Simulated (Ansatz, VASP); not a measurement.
## RbBr in VASP and in Ansatz

The input INCAR:

```
SYSTEM = RbBr
ALGO = Normal
EDIFF = 1E-7
ENCUT = 520
GGA = PE
ISIF = 2
ISMEAR = -1
LASPH = .TRUE.
LCHARG = .TRUE.
LELF = .TRUE.
LREAL = .FALSE.
LVHAR = .TRUE.
LWAVE = .FALSE.
NBANDS = 15
NELM = 80
PREC = Accurate
SIGMA = 0.02
```

Contents of KPOINTS:

```
k-points
0
G
  6 6 6
  0 0 0
```

The input POSCAR:

```
RbBr
1.0
    0.0000000000      3.4608258933      3.3570011165
    3.4608258933      0.0000000000      3.3570011165
    3.4608258933      3.4608258933      0.0000000000
Rb Br
1 1
Direct
    0.0000000000      0.0000000000      0.0000000000
    0.5000000000      0.5000000000      0.5000000000
```

Input for Ansatz:

```yaml
crystal:
  lattice:
    - [0.0, 3.4608258933, 3.3570011165]
    - [3.4608258933, 0.0, 3.3570011165]
    - [3.4608258933, 3.4608258933, 0.0]
  atoms:
    - { symbol: Rb, position: [0.0, 0.0, 0.0] }
    - { symbol: Br, position: [0.5, 0.5, 0.5] }
kpoints:
  mp_grid: { grid: [6, 6, 6] }
  band_path:
    path:
      - [0.0, 0.0, 0.0]
      - [0.5, 0.0, 0.5]
      - [0.625, 0.25, 0.625]
      - [0.375, 0.375, 0.75]
      - [0.5, 0.5, 0.5]
      - [0.5, 0.25, 0.75]
    npoints: 1
hamiltonian:
  xc: pbe
scf:
  occupations: { method: fermi_dirac, width: 0.02 }
  n_extra_bands: 4
output:
  forces: true
  stress: true
  eigenvalues: true
  write_density: true
  write_potential: true
  elf: true
  volumetric_format: npy
```

Change from the starting cell: uniaxial_z strain -3.0%.

Alike in both runs: task single point; functional PBE; k mesh 6 × 6 × 6; occupations fermi-dirac, width 0.02 eV; no spin polarisation.

|  | VASP | Ansatz |
| --- | --- | --- |
| version | VASP 6.6.1 | Ansatz 0.2.0 |
| potentials or method | VASP PAW PBE potentials, release 64 (Rb_sv, Br) | plane waves, PAW |
| plane-wave cutoff (eV) | 520 | 420 |
| valence electrons in the cell | 16 | 16 |

```tsv
	VASP	Ansatz	Ansatz less VASP
gap on the k mesh at the Fermi level (eV)	4.34	4.34	+0.003
pressure (GPa)	1.1	1.1	-0.03
traceless stress, the component that is largest in VASP (GPa)	0.73	0.73	-0.008
```
